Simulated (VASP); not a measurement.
# CdO (Fm-3m) in VASP: a series of runs, part 2 of 2

VASP 6.6.1.

## 3. Single point, PBE+D4

This run uses another cell than the first one, of 12.95 Å³/atom.

Contents of INCAR:

```
SYSTEM = CdO
ALGO = Normal
EDIFF = 1E-6
ENCUT = 700
GGA = PE
GGA_COMPAT = .FALSE.
ISIF = 2
ISMEAR = 0
IVDW = 13
LASPH = .TRUE.
LCHARG = .FALSE.
LREAL = .FALSE.
LWAVE = .FALSE.
NBANDS = 20
NELM = 120
PREC = Accurate
SIGMA = 0.05
```

Contents of KPOINTS:

```
k-points
0
G
  8 8 8
  0 0 0
```

Contents of POSCAR:

```
CdO
1.0
    0.0000000000      2.3481500455      2.3481500455
    2.3481500455      0.0000000000      2.3481500455
    2.3481500455      2.3481500455      0.0000000000
Cd O
1 1
Direct
    0.0000000000      0.0000000000      0.0000000000
    0.5000000000      0.5000000000      0.5000000000
```

Potentials or basis: VASP PAW PBE potentials, release 64 (Cd_sv_GW, O).

The run is started by

```console
> cat potpaw_PBE.64/Cd_sv_GW/POTCAR potpaw_PBE.64/O/POTCAR > POTCAR
> mpirun -np 1 vasp_std > vasp.out
```

OUTCAR:

```text
SYSTEM = CdO
   EDIFF = 1E-6
   ENCUT = 700
   GGA = PE
   ISIF = 2
   ISMEAR = 0
   IVDW = 13
   LASPH = .TRUE.
   LREAL = .FALSE.
   NELM = 120
   PREC = Accurate

 ion  position               nearest neighbor table
   1  0.000  0.000  0.000-
   2  0.500  0.500  0.500-

  LATTYP: Found a face centered cubic cell.
 ALAT       =     4.6963000910

  Lattice vectors:

 A1 = (   0.0000000000,   2.3481500455,   2.3481500455)
 A2 = (   2.3481500455,   0.0000000000,   2.3481500455)
 A3 = (   2.3481500455,   2.3481500455,   0.0000000000)

Analysis of symmetry for initial positions (statically):
=====================================================================
 Subroutine PRICEL returns:
 Original cell was already a primitive cell.

 Routine SETGRP: Setting up the symmetry group for a
 face centered cubic supercell.

 Subroutine GETGRP returns: Found 48 space group operations
 (whereof 48 operations were pure point group operations)
 out of a pool of 48 trial point group operations.

The static configuration has the point symmetry O_h .

Analysis of symmetry for dynamics (positions and initial velocities):
=====================================================================
 Subroutine PRICEL returns:
 Original cell was already a primitive cell.

 Routine SETGRP: Setting up the symmetry group for a
 face centered cubic supercell.

 Subroutine GETGRP returns: Found 48 space group operations
 (whereof 48 operations were pure point group operations)
 out of a pool of 48 trial point group operations.

The dynamic configuration has the point symmetry O_h .

 Subroutine INISYM returns: Found 48 space group operations
 (whereof 48 operations are pure point group operations),
 and found     1 'primitive' translations

----------------------------------------------------------------------------------------

                                     Primitive cell

  volume of cell :      25.8945

  direct lattice vectors                    reciprocal lattice vectors
     0.000000000  2.348150046  2.348150046    -0.212933582  0.212933582  0.212933582
     2.348150046  0.000000000  2.348150046     0.212933582 -0.212933582  0.212933582
     2.348150046  2.348150046  0.000000000     0.212933582  0.212933582 -0.212933582

  length of vectors
     3.320785641  3.320785641  3.320785641     0.368811782  0.368811782  0.368811782

  position of ions in fractional coordinates (direct lattice)
     0.000000000  0.000000000  0.000000000
     0.500000000  0.500000000  0.500000000

  ion indices of the primitive-cell ions
   primitive index   ion index
                 1           1
                 2           2

----------------------------------------------------------------------------------------

 KPOINTS: k-points

Automatic generation of k-mesh.
 Grid dimensions read from file:
 generate k-points for:    8    8    8

 Generating k-lattice:

  Cartesian coordinates                     Fractional coordinates (reciprocal lattice)
    -0.026616698  0.026616698  0.026616698     0.125000000  0.000000000  0.000000000
     0.026616698 -0.026616698  0.026616698     0.000000000  0.125000000  0.000000000
     0.026616698  0.026616698 -0.026616698     0.000000000  0.000000000  0.125000000

  Length of vectors
     0.046101473  0.046101473  0.046101473

  Shift w.r.t. Gamma in fractional coordinates (k-lattice)
     0.000000000  0.000000000  0.000000000

 Subroutine IBZKPT returns following result:
 ===========================================

 Found     29 irreducible k-points:

 Following reciprocal coordinates:
            Coordinates               Weight
  0.000000  0.000000  0.000000      1.000000
  0.125000  0.000000  0.000000      8.000000
  0.250000  0.000000  0.000000      8.000000
  0.375000  0.000000  0.000000      8.000000
  0.500000  0.000000  0.000000      4.000000
  0.125000  0.125000  0.000000      6.000000
[... 16 lines left out ...]
  0.500000  0.250000  0.125000     48.000000
 -0.375000  0.250000  0.125000     24.000000
 [... further k-points ...]
   k-points           NKPTS =     29   k-points in BZ     NKDIM =     29   number of bands    NBANDS=     20
   number of dos      NEDOS =    301   number of ions     NIONS =      2
   total plane-waves  NPLWV =  27000
   dimension x,y,z NGX =    30 NGY =   30 NGZ =   30
   dimension x,y,z NGXF=    60 NGYF=   60 NGZF=   60
   ions per type =               1   1
   NGX,Y,Z   is equivalent  to a cutoff of  15.02, 15.02, 15.02 a.u.
   NGXF,Y,Z  is equivalent  to a cutoff of  30.04, 30.04, 30.04 a.u.
 SYSTEM =  CdO
   PREC   = accura    normal or accurate (medium, high low for compatibility)
   ISTART =      0    job   : 0-new  1-cont  2-samecut
   ICHARG =      2    charge: 1-file 2-atom 10-const
   ISPIN  =      1    spin polarized calculation?
   LNONCOLLINEAR =      F non collinear calculations
   LSORBIT =      F    spin-orbit coupling
   LASPH  =      T    aspherical Exc in radial PAW
   ENCUT  =  700.0 eV  51.45 Ry    7.17 a.u.   7.16  7.16  7.16*2*pi/ulx,y,z
   NELM   =    120;   NELMIN=  2; NELMDL= -5     # of ELM steps
   EDIFF  = 0.1E-05   stopping-criterion for ELM
   LREAL  =      F    real-space projection
   EDIFFG = 0.1E-04   stopping-criterion for IOM
   NSW    =      0    number of steps for IOM
   IBRION =     -1    ionic relax: 0-MD 1-quasi-New 2-CG
   NFREE  =      0    steps in history (QN), initial steepest desc. (CG)
   ISIF   =      2    stress and relaxation
   ISYM   =      2    0-nonsym 1-usesym 2-fastsym
   POTIM  = 0.5000    time-step for ionic-motion
   TEBEG  =    0.0;   TEEND  =   0.0 temperature during run
   PSTRESS=    0.0 pullay stress
   NELECT =      26.0000    total number of electrons
   NUPDOWN=      -1.0000    fix difference up-down
   EMIN   =  10.00;   EMAX   =-10.00  energy-range for DOS
   EFERMI =   0.00;   METHOD = LEGACY
   ISMEAR =     0;   SIGMA  =   0.05  broadening in eV -4-tet -1-fermi 0-gaus
   EFERMI_NEDOS =   21; number of points for ismear=-14 and -15
   IALGO  =     38    algorithm
   IMIX   =      4    mixing-type and parameters
     AMIX     =   0.40;   BMIX     =  1.00
     AMIX_MAG =   1.60;   BMIX_MAG =  1.00
  volume/ion in A,a.u.               =      12.95        87.37
  Fermi-wavevector in a.u.,A,eV,Ry     =   1.639319  3.097863 36.563839  2.687366
  Thomas-Fermi vector in A             =   2.730144
   LORBIT       =      0    0 simple, 1 ext, 2 COOP (PROOUT), +10 PAW based schemes
   GGA     = PE    functional components
   LHFCALC =     F    Hartree Fock is set to
   AEXX    =    0.0000 exact exchange contribution
   IVDW    =    13    specifies the selected vdW correction
   LEPSILON=     F    determine dielectric tensor
   LRPA    =     F    only Hartree local field effects (RPA)
 non-spin polarized calculation
 Gauss-broadening in eV      SIGMA  =   0.05
  energy-cutoff  :      700.00
  volume of cell :       25.89
 maximum number of plane-waves:      1106
 NGX is ok and might be reduce to    30
   NGX = 15   NGY = 15   NGZ = 15

 number of electron      25.9999996 magnetization

 Free energy of the ion-electron system (eV)
  ---------------------------------------------------
  ext. energy  EPLUGINS =         0.00000000
  ---------------------------------------------------
  free energy    TOTEN  =        -7.81116808 eV

  energy without entropy =       -7.81092395  energy(sigma->0) =       -7.81104602

 E-fermi :   5.0499     XC(G=0): -11.9231

 val. band max:        5.0078898768   @ k =   0.5000   0.0000   0.0000
 cond. band min:       5.9634815102   @ k =   0.1250   0.0000   0.0000
 fundamental gap:      0.9555916335
 Fermi energy:         5.0499415502

 k-point     1 :       0.0000    0.0000    0.0000
  band No.  band energies     occupation
      1     -95.4360      2.00000
      2     -56.5158      2.00000
      3     -56.5158      2.00000
      4     -56.5158      2.00000
      5     -12.3634      2.00000
      6      -1.6993      2.00000
[... 12 lines left out ...]
     19      23.2497      0.00000
     20      23.2497      0.00000
[... 507 lines left out ...]
 k-point    24 :      -0.3750    0.2500    0.1250
  band No.  band energies     occupation
      1     -95.4349      2.00000
      2     -56.5303      2.00000
      3     -56.5227      2.00000
      4     -56.5198      2.00000
      5     -11.5916      2.00000
      6      -2.2944      2.00000
[... 12 lines left out ...]
     19      24.4140      0.00000
     20      27.5248      0.00000

 [... further k-points ...]

------------------------ aborting loop because EDIFF is reached ----------------------------------------

  DFT-D4 for vdW energy calculation

  Edisp (eV):   -0.62831

  FORCE on cell =-STRESS in cart. coord.  units (eV):
  Direction    XX          YY          ZZ          XY          YZ          ZX
  --------------------------------------------------------------------------------------
  -------------------------------------------------------------------------------------
  Total       0.41209     0.41209     0.41209    -0.00000     0.00000    -0.00000
  in kB      25.49730    25.49730    25.49730    -0.00000     0.00000    -0.00000
  external pressure =       25.50 kB  Pullay stress =        0.00 kB

 VOLUME and BASIS-vectors are now :
 -----------------------------------------------------------------------------
  energy-cutoff  :      700.00
  volume of cell :       25.89
      direct lattice vectors                 reciprocal lattice vectors
     0.000000000  2.348150046  2.348150046    -0.212933582  0.212933582  0.212933582
     2.348150046  0.000000000  2.348150046     0.212933582 -0.212933582  0.212933582
     2.348150046  2.348150046  0.000000000     0.212933582  0.212933582 -0.212933582

 POSITION                                       TOTAL-FORCE (eV/Angst)
 -----------------------------------------------------------------------------------
      0.00000      0.00000      0.00000         0.000000      0.000000     -0.000000
      2.34815      2.34815      2.34815        -0.000000     -0.000000      0.000000
 -----------------------------------------------------------------------------------
    total drift:                               -0.000000      0.000000      0.000000

  FREE ENERGIE OF THE ION-ELECTRON SYSTEM (eV)
  ---------------------------------------------------
  free  energy   TOTEN  =        -8.4394822277 eV

  energy  without entropy=       -8.4392380916  energy(sigma->0) =       -8.43936016
```

OSZICAR:

```text
N       E                     dE             d eps       ncg     rms          rms(c)
DAV:   1     0.523710317567E+03    0.52371E+03   -0.17992E+04  1164   0.231E+03
DAV:   2     0.357901614203E+02   -0.48792E+03   -0.45992E+03  1168   0.688E+02
DAV:   3    -0.851164437033E+01   -0.44302E+02   -0.43427E+02  1752   0.250E+02
DAV:   4    -0.957170896842E+01   -0.10601E+01   -0.10592E+01  1584   0.369E+01
DAV:   5    -0.961035874198E+01   -0.38650E-01   -0.38649E-01  1628   0.714E+00    0.150E+01
DAV:   6    -0.785550080303E+01    0.17549E+01   -0.88051E+00  1760   0.493E+01    0.160E+01
DAV:   7    -0.783214702294E+01    0.23354E-01   -0.88070E-01  1808   0.110E+01    0.982E+00
DAV:   8    -0.782043504391E+01    0.11712E-01   -0.18282E-01  1528   0.556E+00    0.848E-01
DAV:   9    -0.781104530154E+01    0.93897E-02   -0.47925E-02  1672   0.257E+00    0.142E-01
DAV:  10    -0.781116084252E+01   -0.11554E-03   -0.21351E-03  1356   0.467E-01    0.734E-02
DAV:  11    -0.781116677514E+01   -0.59326E-05   -0.10743E-04  1652   0.103E-01    0.134E-02
DAV:  12    -0.781116817616E+01   -0.14010E-05   -0.65896E-06  1492   0.272E-02    0.705E-03
DAV:  13    -0.781116808466E+01    0.91505E-07   -0.17407E-06  1188   0.153E-02
   1 F= -.84394822E+01 E0= -.84393602E+01  d E =-.244136E-03
```

Run time: 35 s. Hardware: 1 thread of AMD EPYC 7R43 (Zen 3), shared host; peak memory 0.16 GiB.

Results:

```yaml
Free_energy: -8.4395 eV
Pressure: 2.5 GPa
Band_gap_on_the_k_mesh: zero (bands 13 and 14 overlap by 0.41 eV)
Dispersion_energy_per_atom: -0.314 eV
```

Caveat: semilocal functionals underestimate gaps, and a narrow one can read as zero.

The gap in the log of VASP goes by the Fermi energy; the results here count the filled bands.